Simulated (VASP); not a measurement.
Write the native input for VASP 6.6.1 that does the following.

```
Task                   : electric field gradients
Functional             : r2SCAN
Potentials or basis    : VASP PAW PBE potentials, release 64 (Zn, O)
Cutoff                 : 580 eV
k mesh                 : 11 × 11 × 6
Occupations            : fermi-dirac, width 0.02 eV
Spin                   : no spin polarisation
Dipole correction      : no
Further INCAR settings : ALGO = Normal; EDIFF = 1e-08; NBANDS = 26
```

ZnO:

```
CELL_PARAMETERS angstrom
3.24940 0.00000 0.00000
-1.62470 2.81406 0.00000
0.00000 0.00000 5.20380
ATOMIC_POSITIONS crystal
Zn 0.33333 0.66667 0.00048
Zn 0.66667 0.33333 0.50048
O 0.33333 0.66667 0.38162
O 0.66667 0.33333 0.88162
```

The input as run:

POSCAR

```
ZnO
1.0
    3.2494000000      0.0000000000      0.0000000000
   -1.6247000000      2.8140629471      0.0000000000
    0.0000000000      0.0000000000      5.2038000000
Zn O
2 2
Direct
    0.3333333333      0.6666666667      0.0004799578
    0.6666666667      0.3333333333      0.5004799578
    0.3333333333      0.6666666667      0.3816200422
    0.6666666667      0.3333333333      0.8816200422
```

INCAR.step1

```
PREC     = Accurate       # precision mode
ENCUT    = 580            # plane-wave cutoff, eV
ISMEAR   = -1             # smearing method
SIGMA    = 0.02           # smearing width, eV
LREAL    = F              # projectors in reciprocal space
LASPH    = T              # aspherical terms in the spheres
NELM     = 120            # most SCF steps
NBANDS   = 26             # bands
GGA      = PE             # functional
ALGO     = Normal         # electronic algorithm
EDIFF    = 1E-5           # SCF threshold, eV
LWAVE    = T              # write WAVECAR
LCHARG   = F              # write CHGCAR
GGA_COMPAT= F
```

INCAR.step2

```
PREC     = Accurate       # precision mode
ENCUT    = 580            # plane-wave cutoff, eV
EDIFF    = 1E-8           # SCF threshold, eV
ISMEAR   = -1             # smearing method
SIGMA    = 0.02           # smearing width, eV
LREAL    = F              # projectors in reciprocal space
LASPH    = T              # aspherical terms in the spheres
NELM     = 120            # most SCF steps
ALGO     = Normal         # electronic algorithm
ISIF     = 2              # what is computed and relaxed
LWAVE    = F              # write WAVECAR
LCHARG   = F              # write CHGCAR
METAGGA  = R2SCAN         # meta-GGA
LMIXTAU  = T            
LEFG     = T            
NBANDS   = 26             # bands
ISTART   = 1            
GGA_COMPAT= F
```

KPOINTS

```
Automatic mesh
0
Gamma
  11 11 6
```

Potentials or basis: VASP PAW PBE potentials, release 64 (Zn, O).

Run with:

```sh
$ cat potpaw_PBE.64/Zn/POTCAR potpaw_PBE.64/O/POTCAR > POTCAR
$ cp INCAR.step1 INCAR
$ mpirun -np 1 vasp_std > vasp.out
$ cp INCAR.step2 INCAR
$ mpirun -np 1 vasp_std > vasp.out
```

Results of the run:

| Property | Result |
| --- | --- |
| Pressure | -0.3 GPa |
| Largest force | 0.007 eV/Å |
| Band gap on the k mesh | 1.23 eV |
| Largest electric field gradient by atom | Zn +5.5; O -2.9 V/Å² |

Caveat: without QUAD_EFG the Cq values of the log hold for a quadrupole moment of 1 mb, not for the nuclei; the PAW data sets were made with another functional, which shifts forces and pressure a little.

It took 8.5 min on 1 thread of Intel(R) Xeon(R) Platinum 8488C (Sapphire Rapids) (shared host), peak memory 0.23 GiB.
